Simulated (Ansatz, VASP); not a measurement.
# V in VASP and in Ansatz

```
V
1.0
     2.58682    0.00000    0.00000
    -1.29341    2.24025    0.00000
     0.00000    0.00000    4.69163
V
2
Cartesian
  0.0000 1.4935 1.1729
  1.2934 0.7467 3.5187
```

Change from the starting cell: volume scaled by 0.98.

Alike in both runs: task single point; functional LDA; k mesh 12 × 12 × 6; occupations fermi-dirac, width 0.05 eV; collinear spin.

|  | VASP | Ansatz |
| --- | --- | --- |
| version | VASP 6.6.1 | Ansatz 0.2.0 |
| potentials or method | VASP PAW LDA potentials, release 64 (V_sv), cutoff 520 eV | all-electron LAPW, scalar-relativistic |

|  | VASP | Ansatz | Ansatz less VASP |
| --- | --- | --- | --- |
| gap on the k mesh at the Fermi level (eV) | none | none | - |
| pressure (GPa) | -9.4 | -9.7 | -0.40 |
| traceless stress, the component that is largest in VASP (GPa) | 1.14 | 1.19 | +0.057 |
| net moment per atom (μB) | 0.00 | 0.00 | 0.000 |

LDA's correlation is that of Perdew and Zunger in VASP and of Perdew and Wang (1992) in Ansatz. A gap of «none» marks a metal or a gap that the smearing closes. Ansatz ran all-electron here, and VASP with PAW potentials.
